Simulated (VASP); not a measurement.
MgO: single point with PBE

The system is MgO.

```
CELL_PARAMETERS angstrom
3.00778 0.00000 0.00000
0.00000 3.00778 0.00000
0.00000 0.00000 4.25371
ATOMIC_POSITIONS crystal
Mg 0.00000 0.00000 0.00000
Mg 0.50000 0.50000 0.50000
O 0.50000 0.50000 0.00000
O 0.00000 0.00000 0.50000
```

```json
{
  "Program": "VASP 6.6.1",
  "Task": "single point",
  "Functional": "PBE",
  "Potentials or basis": "VASP PAW PBE potentials, release 64 (Mg, O)",
  "Cutoff": "520 eV",
  "k mesh": "8 × 8 × 6",
  "Occupations": "gaussian, width 0.01 eV",
  "Spin": "no spin polarisation"
}
```

The pressure is -0.7 GPa and the band gap on the k mesh is 4.44 eV.

Levels at points of the mesh, in eV from the valence-band top:
```
           k point  band 6  band 7  band 8  band 9  band 10  band 11
(0.00, 0.00, 0.00)    0.00    0.00    0.00    4.44     9.08     9.65
(0.50, 0.00, 0.00)   -1.93   -0.62   -0.62    9.21     9.21    11.60
(0.50, 0.50, 0.00)   -1.31   -1.31   -1.31    9.08     9.08     9.65
(0.00, 0.00, 0.50)   -0.71   -0.71   -0.71    7.77     7.77    11.09
(0.50, 0.00, 0.50)   -0.62   -0.62   -0.62    7.71     7.71    12.27
(0.50, 0.50, 0.50)   -2.86   -1.72   -1.72   11.45    11.45    11.45
```

It took 12 s on 1 thread of Intel(R) Xeon(R) 6975P-C (Granite Rapids), on a shared host, peak memory 0.16 GiB.

Expect the measured gap to be larger: semilocal functionals such as PBE lack the derivative discontinuity.
